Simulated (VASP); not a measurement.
Crystal: IrOs.

```xyz
2
Lattice="2.7436 0.0000 0.0000 -1.3718 2.3760 0.0000 0.0000 0.0000 4.3609" Properties=species:S:1:pos:R:3 pbc="T T T"
Os    0.0000    1.5840    0.0000
Ir    1.3718    0.7920    2.1804
```

Base run:

| Item | Value |
| --- | --- |
| Program | VASP 6.6.1 |
| Functional | LDA |
| Potentials or basis | VASP PAW LDA potentials, release 64 (Os, Ir) |
| Cutoff | 520 eV |
| k mesh | 14 × 14 × 8 |
| Occupations | fermi-dirac, width 0.1 eV |
| Spin | no spin polarisation |

Its results: pressure -10.9 GPa.

Problem. The run is repeated on the same cell with these changes: spin from no spin polarisation to non-collinear spin, zero start, spin-orbit coupling; further incar settings from ALGO = Normal; EDIFF = 1e-07; NBANDS = 16 to ALGO = Normal; EDIFF = 1e-06; NBANDS = 29. What comes out?

Solution. Pressure -10.2 GPa; net moment 0.00 μB per cell.
